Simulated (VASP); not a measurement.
# CsSi4Sb2 (I4/mmm) in VASP: relaxation of cell and atoms with PBE

Aim: the relaxation of cell and atoms of CsSi4Sb2 with PBE.

Everything below comes from runs of VASP 6.6.1. Logs are shortened: lines on timing, memory, paths and dates and some standing lists are left out, and cuts for length are marked.

**1. The cell of the first run**

Symmetry: I4/mmm, No. 139, tetragonal system. Conventional cell: a = 7.258 Å, b = 7.258 Å, c = 7.603 Å, α = 90.00°, β = 90.00°, γ = 90.00°. Cs (site symmetry 4/mmm) has 8 Sb at 4.10 Å and 16 Si at 4.12 to 4.15 Å within 5.4 Å. Within 3.1 Å of Si (site symmetry m2m) lie 2 Si at 2.37 Å and 2 Sb at 2.73 Å. Sb (site symmetry -4m2) has 4 Si at 2.73 Å within 3.6 Å.

**2. Relaxation of cell and atoms, PBE**

Input file INCAR:

```
PREC     = Accurate       # precision mode
ENCUT    = 600            # plane-wave cutoff, eV
EDIFF    = 1E-6           # SCF threshold, eV
ISMEAR   = 0              # smearing method
SIGMA    = 0.1            # smearing width, eV
LREAL    = False          # projectors in reciprocal space
LASPH    = True           # aspherical terms in the spheres
NELM     = 60             # most SCF steps
ALGO     = Normal         # electronic algorithm
ISIF     = 3              # what is computed and relaxed
LWAVE    = False          # write WAVECAR
LCHARG   = False          # write CHGCAR
GGA      = PE             # functional
IBRION   = 2              # ionic algorithm
NSW      = 100            # ionic steps
EDIFFG   = -0.01          # ionic threshold
```

Input file KPOINTS:

```
regular mesh
0
Gamma
  6 6 6
```

Input file POSCAR:

```
CsSi4Sb2
1.0
   -3.6288249195      3.6288249195      3.8015498042
    3.6288249195     -3.6288249195      3.8015498042
    3.6288249195      3.6288249195     -3.8015498042
Cs Si Sb
1 4 2
Direct
    0.0000000000      0.0000000000      0.0000000000
    0.7305608437      0.5000000000      0.2305608437
    0.5000000000      0.7305608437      0.2305608437
    0.5000000000      0.2694391563      0.7694391563
    0.2694391563      0.5000000000      0.7694391563
    0.2500000000      0.7500000000      0.5000000000
    0.7500000000      0.2500000000      0.5000000000
```

Potentials or basis: VASP PAW PBE potentials, release 64 (Cs_sv, Si, Sb).

On the command line:

```
$ cat potpaw_PBE.64/Cs_sv/POTCAR potpaw_PBE.64/Si/POTCAR potpaw_PBE.64/Sb/POTCAR > POTCAR
$ mpirun -np 1 vasp_std > vasp.out
```

OUTCAR:

```text
PREC = Accurate
   ENCUT = 600
   EDIFF = 1E-6
   ISMEAR = 0
   LREAL = False
   LASPH = True
   NELM = 60
   ISIF = 3
   GGA = PE
   IBRION = 2
   NSW = 100
   EDIFFG = -0.01

 ion  position               nearest neighbor table
   1  0.000  0.000  0.000-
   2  0.731  0.500  0.231-   3 2.37   4 2.37   6 2.73   7 2.73
   3  0.500  0.731  0.231-   2 2.37   5 2.37   7 2.73   6 2.73
   4  0.500  0.269  0.769-   2 2.37   5 2.37   7 2.73   6 2.73
   5  0.269  0.500  0.769-   3 2.37   4 2.37   6 2.73   7 2.73
   6  0.250  0.750  0.500-   4 2.73   3 2.73   5 2.73   2 2.73
   7  0.750  0.250  0.500-   5 2.73   2 2.73   4 2.73   3 2.73

  LATTYP: Found a body centered tetragonal cell.
 ALAT       =     7.2576498390
 C/A-ratio  =     1.0475980210

  Lattice vectors:

 A1 = (  -3.6288249195,   3.6288249195,   3.8015498042)
 A2 = (   3.6288249195,  -3.6288249195,   3.8015498042)
 A3 = (   3.6288249195,   3.6288249195,  -3.8015498042)

Analysis of symmetry for initial positions (statically):
=====================================================================
 Subroutine PRICEL returns:
 Original cell was already a primitive cell.

 Routine SETGRP: Setting up the symmetry group for a
 body centered tetragonal supercell.

 Subroutine GETGRP returns: Found 16 space group operations
 (whereof 16 operations were pure point group operations)
 out of a pool of 16 trial point group operations.

The static configuration has the point symmetry D_4h.

Analysis of symmetry for dynamics (positions and initial velocities):
=====================================================================
 Subroutine PRICEL returns:
 Original cell was already a primitive cell.

 Routine SETGRP: Setting up the symmetry group for a
 body centered tetragonal supercell.

 Subroutine GETGRP returns: Found 16 space group operations
 (whereof 16 operations were pure point group operations)
 out of a pool of 16 trial point group operations.

The dynamic configuration has the point symmetry D_4h.

 Subroutine INISYM returns: Found 16 space group operations
 (whereof 16 operations are pure point group operations),
 and found     1 'primitive' translations

----------------------------------------------------------------------------------------

                                     Primitive cell

  volume of cell :     200.2409

  direct lattice vectors                    reciprocal lattice vectors
    -3.628824919  3.628824919  3.801549804     0.000000000  0.137785650  0.131525306
     3.628824919 -3.628824919  3.801549804     0.137785650  0.000000000  0.131525306
     3.628824919  3.628824919 -3.801549804     0.137785650  0.137785650  0.000000000

  length of vectors
     6.386589192  6.386589192  6.386589192     0.190483047  0.190483047  0.194858335

  position of ions in fractional coordinates (direct lattice)
     0.000000000  0.000000000  0.000000000
     0.730560844  0.500000000  0.230560844
     0.500000000  0.730560844  0.230560844
     0.500000000  0.269439156  0.769439156
     0.269439156  0.500000000  0.769439156
     0.250000000  0.750000000  0.500000000
     0.750000000  0.250000000  0.500000000

  ion indices of the primitive-cell ions
   primitive index   ion index
                 1           1
                 2           2
                 3           3
                 4           4
                 5           5
                 6           6
                 7           7

----------------------------------------------------------------------------------------

 KPOINTS: regular mesh

Automatic generation of k-mesh.
 Grid dimensions read from file:
 generate k-points for:    6    6    6

 Generating k-lattice:

  Cartesian coordinates                     Fractional coordinates (reciprocal lattice)
     0.000000000  0.022964275  0.021920884     0.166666667 -0.000000000  0.000000000
     0.022964275  0.000000000  0.021920884    -0.000000000  0.166666667  0.000000000
     0.022964275  0.022964275  0.000000000     0.000000000  0.000000000  0.166666667

  Length of vectors
     0.031747175  0.031747175  0.032476389

  Shift w.r.t. Gamma in fractional coordinates (k-lattice)
     0.000000000  0.000000000  0.000000000

 Subroutine IBZKPT returns following result:
 ===========================================

 Found     30 irreducible k-points:

 Following reciprocal coordinates:
            Coordinates               Weight
  0.000000  0.000000  0.000000      1.000000
  0.166667  0.000000 -0.000000      8.000000
  0.333333  0.000000 -0.000000      8.000000
  0.500000  0.000000 -0.000000      4.000000
  0.166667  0.166667 -0.000000      8.000000
  0.333333  0.166667 -0.000000     16.000000
[... 16 lines left out ...]
 -0.333333 -0.333333  0.166667      8.000000
 -0.166667 -0.333333  0.166667      8.000000
 [... further k-points ...]
   k-points           NKPTS =     30   k-points in BZ     NKDIM =     30   number of bands    NBANDS=     21
   number of dos      NEDOS =    301   number of ions     NIONS =      7
   total plane-waves  NPLWV = 157464
   dimension x,y,z NGX =    54 NGY =   54 NGZ =   54
   dimension x,y,z NGXF=   108 NGYF=  108 NGZF=  108
   ions per type =               1   4   2
   NGX,Y,Z   is equivalent  to a cutoff of  14.06, 14.06, 14.06 a.u.
   NGXF,Y,Z  is equivalent  to a cutoff of  28.11, 28.11, 28.11 a.u.
 SYSTEM =  unknown system
   PREC   = accura    normal or accurate (medium, high low for compatibility)
   ISTART =      0    job   : 0-new  1-cont  2-samecut
   ICHARG =      2    charge: 1-file 2-atom 10-const
   ISPIN  =      1    spin polarized calculation?
   LNONCOLLINEAR =      F non collinear calculations
   LSORBIT =      F    spin-orbit coupling
   LASPH  =      T    aspherical Exc in radial PAW
   ENCUT  =  600.0 eV  44.10 Ry    6.64 a.u.  12.76 12.76 12.76*2*pi/ulx,y,z
   NELM   =     60;   NELMIN=  2; NELMDL= -5     # of ELM steps
   EDIFF  = 0.1E-05   stopping-criterion for ELM
   LREAL  =      F    real-space projection
   EDIFFG = -.1E-01   stopping-criterion for IOM
   NSW    =    100    number of steps for IOM
   IBRION =      2    ionic relax: 0-MD 1-quasi-New 2-CG
   NFREE  =      1    steps in history (QN), initial steepest desc. (CG)
   ISIF   =      3    stress and relaxation
   ISYM   =      2    0-nonsym 1-usesym 2-fastsym
   POTIM  = 0.5000    time-step for ionic-motion
   TEBEG  =    0.0;   TEEND  =   0.0 temperature during run
   PSTRESS=    0.0 pullay stress
   NELECT =      35.0000    total number of electrons
   NUPDOWN=      -1.0000    fix difference up-down
   EMIN   =  10.00;   EMAX   =-10.00  energy-range for DOS
   EFERMI =   0.00;   METHOD = LEGACY
   ISMEAR =     0;   SIGMA  =   0.10  broadening in eV -4-tet -1-fermi 0-gaus
   EFERMI_NEDOS =   21; number of points for ismear=-14 and -15
   IALGO  =     38    algorithm
   IMIX   =      4    mixing-type and parameters
     AMIX     =   0.40;   BMIX     =  1.00
     AMIX_MAG =   1.60;   BMIX_MAG =  1.00
  volume/ion in A,a.u.               =      28.61       193.04
  Fermi-wavevector in a.u.,A,eV,Ry     =   0.915335  1.729732 11.399474  0.837838
  Thomas-Fermi vector in A             =   2.040064
   LORBIT       =      0    0 simple, 1 ext, 2 COOP (PROOUT), +10 PAW based schemes
   GGA     = PE    functional components
   LHFCALC =     F    Hartree Fock is set to
   AEXX    =    0.0000 exact exchange contribution
   IVDW    =     0    specifies the selected vdW correction
   LEPSILON=     F    determine dielectric tensor
   LRPA    =     F    only Hartree local field effects (RPA)
 conjugate gradient relaxation of ions
 non-spin polarized calculation
 Gauss-broadening in eV      SIGMA  =   0.10
  energy-cutoff  :      600.00
  volume of cell :      200.24
 maximum number of plane-waves:      6714
 NGX is ok and might be reduce to    54
   NGX = 25   NGY = 25   NGZ = 25

--------------------------------------- Ionic step        1  -------------------------------------------

 number of electron      34.9999999 magnetization

 Free energy of the ion-electron system (eV)
  ---------------------------------------------------
  ext. energy  EPLUGINS =         0.00000000
  ---------------------------------------------------
  free energy    TOTEN  =       -29.70158397 eV

  energy without entropy =      -29.68585600  energy(sigma->0) =      -29.69371998

------------------------ aborting loop because EDIFF is reached ----------------------------------------

  FORCE on cell =-STRESS in cart. coord.  units (eV):
  Direction    XX          YY          ZZ          XY          YZ          ZX
  --------------------------------------------------------------------------------------
  -------------------------------------------------------------------------------------
  Total        0.3427760      0.3427760      0.9689700      0.0000000     -0.0000000      0.0000000
  in kB        2.7426370      2.7426370      7.7529718      0.0000000     -0.0000000      0.0000000
  external PRESSURE =       4.4127486 kB  Pullay stress =       0.0000000 kB
[... 67 lines left out ...]
  energy  without entropy=      -29.6935867515  energy(sigma->0) =      -29.70065137

--------------------------------------- Ionic step        3  -------------------------------------------

 number of electron      34.9999999 magnetization

 Free energy of the ion-electron system (eV)
  ---------------------------------------------------
  ext. energy  EPLUGINS =         0.00000000
  ---------------------------------------------------
  free energy    TOTEN  =       -29.70782078 eV

  energy without entropy =      -29.69392450  energy(sigma->0) =      -29.70087264

 E-fermi :   5.3334     XC(G=0):  -8.8141

 val. band max:        5.3152032303   @ k =  -0.3333   0.3333   0.1667
 cond. band min:       5.3752413194   @ k =   0.3333   0.1667   0.1667
 fundamental gap:      0.0600380891
 Fermi energy:         5.3334083837

 k-point     1 :       0.0000    0.0000    0.0000
  band No.  band energies     occupation
      1     -17.3120      2.00000
      2      -6.8481      2.00000
      3      -4.2285      2.00000
      4      -4.2285      2.00000
      5      -4.2067      2.00000
      6      -4.1844      2.00000
[... 550 lines left out ...]
      5      -4.2279      2.00000
      6      -4.1562      2.00000
[... 13 lines left out ...]
     20       6.2814      0.00000
     21       6.6548      0.00000

 [... further k-points ...]

------------------------ aborting loop because EDIFF is reached ----------------------------------------

  FORCE on cell =-STRESS in cart. coord.  units (eV):
  Direction    XX          YY          ZZ          XY          YZ          ZX
  --------------------------------------------------------------------------------------
  -------------------------------------------------------------------------------------
  Total       -0.0068045     -0.0068045      0.0257273      0.0000000     -0.0000000      0.0000000
  in kB       -0.0537285     -0.0537285      0.2031445      0.0000000     -0.0000000      0.0000000
  external PRESSURE =       0.0318959 kB  Pullay stress =       0.0000000 kB
[... 22 lines left out ...]
  FREE ENERGIE OF THE ION-ELECTRON SYSTEM (eV)
  ---------------------------------------------------
  free  energy   TOTEN  =       -29.7078207842 eV

  energy  without entropy=      -29.6939244957  energy(sigma->0) =      -29.70087264

 reached required accuracy - stopping structural energy minimisation
```

It took 3.5 min on 1 thread of AMD EPYC 9R45 (Zen 5), shared host; peak memory 0.46 GiB.

Results:

* Free energy: -29.7078 eV
* Relaxed volume: 28.99 Å³/atom
* Relaxed cell: a = 6.416 Å, b = 6.416 Å, c = 6.416 Å, α = 110.89°, β = 110.89°, γ = 106.67°
* Space group after relaxing (to 0.05 Å): I4/mmm (No. 139)
* Energy gained by relaxing: 0.9 meV/atom
* Ionic steps: 3
* Pressure after relaxing: 0.0 GPa
* Largest force after relaxing: 0.006 eV/Å

Forces on the atoms (eV/Å):
```
Cs   0.000  0.000  0.000
Si   0.000  0.006  0.000
Si   0.006  0.000  0.000
Si  -0.006  0.000  0.000
Si   0.000 -0.006  0.000
Sb   0.000  0.000  0.000
Sb   0.000  0.000  0.000
```

The path:
| step | energy change (eV) | largest force (eV/Å) | pressure (GPa) | volume (Å³) |
| --- | --- | --- | --- | --- |
| 1 | 0.0000 | 0.1199 | 0.44 | 200.24 |
| 2 | -0.0061 | 0.0117 | 0.06 | 202.53 |
| 3 | -0.0062 | 0.0057 | 0.00 | 202.91 |

Final structure:
```cif
data_structure
_symmetry_space_group_name_H-M 'P 1'
_symmetry_Int_Tables_number 1
_cell_length_a 6.4155
_cell_length_b 6.4155
_cell_length_c 6.4155
_cell_angle_alpha 110.892
_cell_angle_beta 110.892
_cell_angle_gamma 106.667
_cell_volume 202.91
loop_
_atom_site_label
_atom_site_type_symbol
_atom_site_fract_x
_atom_site_fract_y
_atom_site_fract_z
_atom_site_occupancy
Cs1 Cs 0.00000 0.00000 0.00000 1
Si1 Si 0.72963 0.50000 0.22963 1
Si2 Si 0.50000 0.72963 0.22963 1
Si3 Si 0.50000 0.27037 0.77037 1
Si4 Si 0.27037 0.50000 0.77037 1
Sb1 Sb 0.25000 0.75000 0.50000 1
Sb2 Sb 0.75000 0.25000 0.50000 1
```

Caveat: spin-orbit coupling is left out, which moves the levels of the heavy elements.
